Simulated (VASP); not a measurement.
# FePt4 (R-3m) in VASP: relaxation of cell and atoms with PBE

Aim: the relaxation of cell and atoms of FePt4 with PBE.

Everything below comes from runs of VASP 6.6.1. Logs are shortened: lines on timing, memory, paths and dates and some standing lists are left out, and cuts for length are marked.

### Step 1. The cell of the first run

Symmetry: R-3m, No. 166, trigonal system. The conventional cell has a = 4.409 Å, b = 4.409 Å, c = 13.499 Å, α = 90.00°, β = 90.00°, γ = 120.00°. Within 3.6 Å of Fe (site symmetry -3m) lie 14 Pt at 2.70 to 3.12 Å. Within 3.6 Å of Pt (site symmetry 3m) lie 11 Pt at 2.70 to 3.12 Å and 3 Fe at 2.70 Å. Within 3.6 Å of Pt (site symmetry 3m) lie 10 Pt at 2.70 to 3.12 Å and 4 Fe at 2.70 to 3.12 Å.

### Step 2. Relaxation of cell and atoms, PBE, collinear spin, ferromagnetic start

INCAR

```
SYSTEM = FePt4
  PREC = Accurate
  ENCUT = 600
  EDIFF = 1E-7
  ISMEAR = 0
  SIGMA = 0.1
  LREAL = .FALSE.
  LASPH = .TRUE.
  NELM = 150
  ALGO = Normal
  ISIF = 3
  LWAVE = .FALSE.
  LCHARG = .FALSE.
  ISPIN = 2
  MAGMOM = 4 0 0 0 0
  LORBIT = 11
  LMAXMIX = 4
  GGA = PE
  IBRION = 2
  NSW = 90
  EDIFFG = -0.04
```

KPOINTS

```
regular mesh
0
G
  6 6 6
  0 0 0
```

POSCAR

```
FePt4
1.0
    2.2043028200      1.2726548300      4.4995143000
   -2.2043028200      1.2726548300      4.4995143000
    0.0000000000     -2.5453096600      4.4995143000
Fe Pt
1 4
Direct
    0.0000000000      0.0000000000      0.0000000000
    0.6000000000      0.6000000000      0.6000000000
    0.8000000000      0.8000000000      0.8000000000
    0.2000000000      0.2000000000      0.2000000000
    0.4000000000      0.4000000000      0.4000000000
```

Potentials or basis: VASP PAW PBE potentials, release 64 (Fe, Pt).

Command:

```bash
cat potpaw_PBE.64/Fe/POTCAR potpaw_PBE.64/Pt/POTCAR > POTCAR
mpirun -np 1 vasp_std > vasp.out
```

OUTCAR:

```text
SYSTEM = FePt4
   PREC = Accurate
   ENCUT = 600
   EDIFF = 1E-7
   ISMEAR = 0
   LREAL = .FALSE.
   LASPH = .TRUE.
   NELM = 150
   ISIF = 3
   ISPIN = 2
   LORBIT = 11
   GGA = PE
   IBRION = 2
   NSW = 90
   EDIFFG = -0.04

 ion  position               nearest neighbor table
   1  0.000  0.000  0.000-   2 2.70   2 2.70   5 2.70   5 2.70   3 2.70   4 2.70   2 2.70   5 2.70
                             4 3.12   3 3.12   4 3.12   3 3.12   4 3.12   3 3.12
   2  0.600  0.600  0.600-   4 2.70   4 2.70   1 2.70   1 2.70   3 2.70   5 2.70   4 2.70   1 2.70
                             5 3.12   5 3.12   3 3.12   3 3.12   5 3.12   3 3.12
   3  0.800  0.800  0.800-   5 2.70   5 2.70   4 2.70   4 2.70   2 2.70   1 2.70   5 2.70   4 2.70
                             1 3.12   1 3.12   2 3.12   2 3.12   1 3.12   2 3.12
   4  0.200  0.200  0.200-   2 2.70   2 2.70   3 2.70   3 2.70   5 2.70   1 2.70   2 2.70   3 2.70
                             1 3.12   1 3.12   5 3.12   5 3.12   1 3.12   5 3.12
   5  0.400  0.400  0.400-   1 2.70   1 2.70   3 2.70   3 2.70   4 2.70   2 2.70   1 2.70   3 2.70
                             2 3.12   2 3.12   4 3.12   4 3.12   2 3.12   4 3.12

  LATTYP: Found a trigonal (rhomboedric) cell.
 ALAT       =     5.1695483530
 COS(alpha) =     0.6363636364

  Lattice vectors:

 A1 = (   2.2043028200,   1.2726548300,   4.4995143000)
 A2 = (  -2.2043028200,   1.2726548300,   4.4995143000)
 A3 = (   0.0000000000,  -2.5453096600,   4.4995143000)

Analysis of symmetry for initial positions (statically):
=====================================================================
 Subroutine PRICEL returns:
 Original cell was already a primitive cell.

 Routine SETGRP: Setting up the symmetry group for a
 trigonal (rhombohedral) supercell.

 Subroutine GETGRP returns: Found 12 space group operations
 (whereof 12 operations were pure point group operations)
 out of a pool of 12 trial point group operations.

The static configuration has the point symmetry D_3d.

Analysis of symmetry for dynamics (positions and initial velocities):
=====================================================================
 Subroutine PRICEL returns:
 Original cell was already a primitive cell.

 Routine SETGRP: Setting up the symmetry group for a
 trigonal (rhombohedral) supercell.

 Subroutine GETGRP returns: Found 12 space group operations
 (whereof 12 operations were pure point group operations)
 out of a pool of 12 trial point group operations.

The dynamic configuration has the point symmetry D_3d.

Analysis of structural, dynamic, and magnetic symmetry:
=====================================================================
 Subroutine PRICEL returns:
 Original cell was already a primitive cell.

 Routine SETGRP: Setting up the symmetry group for a
 trigonal (rhombohedral) supercell.

 Subroutine GETGRP returns: Found 12 space group operations
 (whereof 12 operations were pure point group operations)
 out of a pool of 12 trial point group operations.

The overall configuration has the point symmetry D_3d.

 Subroutine INISYM returns: Found 12 space group operations
 (whereof 12 operations are pure point group operations),
 and found     1 'primitive' translations

----------------------------------------------------------------------------------------

                                     Primitive cell

  volume of cell :      75.7354

  direct lattice vectors                    reciprocal lattice vectors
     2.204302820  1.272654830  4.499514300     0.226829089  0.130959835  0.074082070
    -2.204302820  1.272654830  4.499514300    -0.226829089  0.130959835  0.074082070
     0.000000000 -2.545309660  4.499514300     0.000000000 -0.261919670  0.074082070

  length of vectors
     5.169548353  5.169548353  5.169548356     0.272194906  0.272194906  0.272194906

  position of ions in fractional coordinates (direct lattice)
     0.000000000  0.000000000  0.000000000
     0.600000000  0.600000000  0.600000000
     0.800000000  0.800000000  0.800000000
     0.200000000  0.200000000  0.200000000
     0.400000000  0.400000000  0.400000000

  ion indices of the primitive-cell ions
   primitive index   ion index
                 1           1
                 2           2
                 3           3
                 4           4
                 5           5

----------------------------------------------------------------------------------------

 KPOINTS: regular mesh

Automatic generation of k-mesh.
 Grid dimensions read from file:
 generate k-points for:    6    6    6

 Generating k-lattice:

  Cartesian coordinates                     Fractional coordinates (reciprocal lattice)
     0.037804848  0.021826639  0.012347012     0.166666667  0.000000000 -0.000000000
    -0.037804848  0.021826639  0.012347012     0.000000000  0.166666667 -0.000000000
     0.000000000 -0.043653278  0.012347012    -0.000000000 -0.000000000  0.166666667

  Length of vectors
     0.045365818  0.045365818  0.045365818

  Shift w.r.t. Gamma in fractional coordinates (k-lattice)
     0.000000000  0.000000000  0.000000000

 Subroutine IBZKPT returns following result:
 ===========================================

 Found     32 irreducible k-points:

 Following reciprocal coordinates:
            Coordinates               Weight
  0.000000  0.000000  0.000000      1.000000
  0.166667 -0.000000  0.000000      6.000000
  0.333333  0.000000  0.000000      6.000000
  0.500000  0.000000  0.000000      3.000000
  0.166667  0.166667  0.000000      6.000000
  0.333333  0.166667  0.000000     12.000000
[... 16 lines left out ...]
  0.500000  0.500000  0.166667      6.000000
 -0.333333  0.500000  0.166667     12.000000
 [... further k-points ...]
   k-points           NKPTS =     32   k-points in BZ     NKDIM =     32   number of bands    NBANDS=     30
   number of dos      NEDOS =    301   number of ions     NIONS =      5
   total plane-waves  NPLWV =  74088
   dimension x,y,z NGX =    42 NGY =   42 NGZ =   42
   dimension x,y,z NGXF=    84 NGYF=   84 NGZF=   84
   ions per type =               1   4
   NGX,Y,Z   is equivalent  to a cutoff of  13.51, 13.51, 13.51 a.u.
   NGXF,Y,Z  is equivalent  to a cutoff of  27.01, 27.01, 27.01 a.u.
 SYSTEM =  FePt4
   PREC   = accura    normal or accurate (medium, high low for compatibility)
   ISTART =      0    job   : 0-new  1-cont  2-samecut
   ICHARG =      2    charge: 1-file 2-atom 10-const
   ISPIN  =      2    spin polarized calculation?
   LNONCOLLINEAR =      F non collinear calculations
   LSORBIT =      F    spin-orbit coupling
   LASPH  =      T    aspherical Exc in radial PAW
   ENCUT  =  600.0 eV  44.10 Ry    6.64 a.u.  10.32 10.32 10.32*2*pi/ulx,y,z
   NELM   =    150;   NELMIN=  2; NELMDL= -5     # of ELM steps
   EDIFF  = 0.1E-06   stopping-criterion for ELM
   LREAL  =      F    real-space projection
   EDIFFG = -.4E-01   stopping-criterion for IOM
   NSW    =     90    number of steps for IOM
   IBRION =      2    ionic relax: 0-MD 1-quasi-New 2-CG
   NFREE  =      1    steps in history (QN), initial steepest desc. (CG)
   ISIF   =      3    stress and relaxation
   ISYM   =      2    0-nonsym 1-usesym 2-fastsym
   POTIM  = 0.5000    time-step for ionic-motion
   TEBEG  =    0.0;   TEEND  =   0.0 temperature during run
   PSTRESS=    0.0 pullay stress
   NELECT =      48.0000    total number of electrons
   NUPDOWN=      -1.0000    fix difference up-down
   EMIN   =  10.00;   EMAX   =-10.00  energy-range for DOS
   EFERMI =   0.00;   METHOD = LEGACY
   ISMEAR =     0;   SIGMA  =   0.10  broadening in eV -4-tet -1-fermi 0-gaus
   EFERMI_NEDOS =   21; number of points for ismear=-14 and -15
   IALGO  =     38    algorithm
   IMIX   =      4    mixing-type and parameters
     AMIX     =   0.40;   BMIX     =  1.00
     AMIX_MAG =   1.60;   BMIX_MAG =  1.00
  volume/ion in A,a.u.               =      15.15       102.22
  Fermi-wavevector in a.u.,A,eV,Ry     =   1.406228  2.657385 26.905200  1.977476
  Thomas-Fermi vector in A             =   2.528609
   LORBIT       =     11    0 simple, 1 ext, 2 COOP (PROOUT), +10 PAW based schemes
   GGA     = PE    functional components
   LHFCALC =     F    Hartree Fock is set to
   AEXX    =    0.0000 exact exchange contribution
   IVDW    =     0    specifies the selected vdW correction
   LEPSILON=     F    determine dielectric tensor
   LRPA    =     F    only Hartree local field effects (RPA)
 conjugate gradient relaxation of ions
 spin polarized calculation
 Gauss-broadening in eV      SIGMA  =   0.10
  energy-cutoff  :      600.00
  volume of cell :       75.74
 maximum number of plane-waves:      2561
 NGX is ok and might be reduce to    42
   NGX = 21   NGY = 21   NGZ = 21

--------------------------------------- Ionic step        1  -------------------------------------------

 number of electron      48.0000000 magnetization       3.5275132

 Free energy of the ion-electron system (eV)
  ---------------------------------------------------
  ext. energy  EPLUGINS =         0.00000000
  ---------------------------------------------------
  free energy    TOTEN  =       -32.53440536 eV

  energy without entropy =      -32.50764973  energy(sigma->0) =      -32.52102754

------------------------ aborting loop because EDIFF is reached ----------------------------------------

  FORCE on cell =-STRESS in cart. coord.  units (eV):
  Direction    XX          YY          ZZ          XY          YZ          ZX
  --------------------------------------------------------------------------------------
  -------------------------------------------------------------------------------------
  Total        1.2518642      1.2518642      1.1994842      0.0000000     -0.0000000      0.0000000
  in kB       26.4831118     26.4831120     25.3750178      0.0000000     -0.0000000      0.0000000
  external PRESSURE =      26.1137472 kB  Pullay stress =       0.0000000 kB
[... 219 lines left out ...]
  energy  without entropy=      -32.5699336525  energy(sigma->0) =      -32.58190138

--------------------------------------- Ionic step        7  -------------------------------------------

 number of electron      47.9999999 magnetization       3.5066931

 Free energy of the ion-electron system (eV)
  ---------------------------------------------------
  ext. energy  EPLUGINS =         0.00000000
  ---------------------------------------------------
  free energy    TOTEN  =       -32.59453709 eV

  energy without entropy =      -32.57057584  energy(sigma->0) =      -32.58255647

 E-fermi :   9.4217     XC(G=0): -13.0273

 val. band max:        9.4165947332   @ k =   0.3333   0.3333   0.3333
 cond. band min:       9.4270063239   @ k =   0.5000   0.5000   0.1667
 fundamental gap:      0.0104115908
 Fermi energy:         9.4216602854

 spin component 1

 k-point     1 :       0.0000    0.0000    0.0000
  band No.  band energies     occupation
      1      -0.0123      1.00000
      2       4.2795      1.00000
      3       4.2795      1.00000
      4       4.5779      1.00000
      5       4.5779      1.00000
      6       4.6789      1.00000
[... 781 lines left out ...]
     29      10.4607      0.00000
     30      13.1552      0.00000

 [... further k-points ...]

 spin component 2

 k-point     1 :       0.0000    0.0000    0.0000
  band No.  band energies     occupation
      1       0.0573      1.00000
      2       4.3362      1.00000
      3       4.3362      1.00000
      4       4.6418      1.00000
      5       4.6418      1.00000
      6       5.1966      1.00000
[... 815 lines left out ...]
  FREE ENERGIE OF THE ION-ELECTRON SYSTEM (eV)
  ---------------------------------------------------
  free  energy   TOTEN  =       -32.5945370905 eV

  energy  without entropy=      -32.5705758441  energy(sigma->0) =      -32.58255647

 reached required accuracy - stopping structural energy minimisation

 total charge

# of ion       s       p       d       tot
------------------------------------------
    1        0.389   0.407   6.041   6.837
    2        0.629   0.521   8.067   9.217
    3        0.649   0.575   8.065   9.289
    4        0.649   0.575   8.065   9.289
    5        0.629   0.521   8.067   9.217
--------------------------------------------------
tot          2.945   2.599  38.306  43.850

 magnetization (x)

# of ion       s       p       d       tot
------------------------------------------
    1        0.020   0.014   3.097   3.131
    2       -0.013  -0.016   0.149   0.121
    3       -0.004  -0.010   0.057   0.043
    4       -0.004  -0.010   0.057   0.043
    5       -0.013  -0.016   0.149   0.121
--------------------------------------------------
tot         -0.015  -0.037   3.510   3.458
```

It took 23 min on 1 thread of Intel Xeon 6975P-C, shared host; peak memory 0.41 GiB.

What came out:

| Item | Value |
| --- | --- |
| Free energy | -32.5945 eV |
| Relaxed volume | 15.29 Å³/atom |
| Relaxed cell | a = 5.185 Å, b = 5.185 Å, c = 5.185 Å, α = 50.49°, β = 50.49°, γ = 50.49° |
| Space group after relaxing (to 0.05 Å) | R-3m (No. 166) |
| Energy gained by relaxing | 12.0 meV/atom |
| Ionic steps | 7 |
| Pressure after relaxing | -0.1 GPa |
| Net moment | 3.51 μB per cell |
| Site moments | Fe +3.13; Pt +0.12, +0.04 μB |
| Valence electrons inside the program's atomic spheres | Fe 6.84; Pt 9.22, 9.29 |

Forces on the atoms (eV/Å):
```
Fe   0.000  0.000  0.000
Pt   0.000  0.000  0.002
Pt   0.000  0.000 -0.003
Pt   0.000  0.000  0.003
Pt   0.000  0.000 -0.002
```

Step by step:
```
step  energy change (eV)  largest force (eV/Å)  pressure (GPa)  volume (Å³)
   1              0.0000                0.4552            2.61        75.74
   2             -0.0020                0.3000           -5.09        78.47
   3             -0.0194                0.3701           -1.50        77.12
   4             -0.0448                0.2382           -0.86        76.79
   5             -0.0598                0.0138            0.38        76.29
   6             -0.0595                0.0251           -0.76        76.70
   7             -0.0601                0.0029           -0.10        76.46
```

Final structure:
```xyz
5
Lattice="2.2116 1.2769 4.5127 -2.2116 1.2769 4.5127 0.0000 -2.5537 4.5127" Properties=species:S:1:pos:R:3 pbc="T T T"
Fe    0.0000    0.0000    0.0000
Pt    0.0000    0.0000    8.1799
Pt    0.0000    0.0000   10.9068
Pt    0.0000    0.0000    2.6314
Pt    0.0000    0.0000    5.3584
```

Caveat: spin-orbit coupling is left out, which moves the levels of the heavy elements.
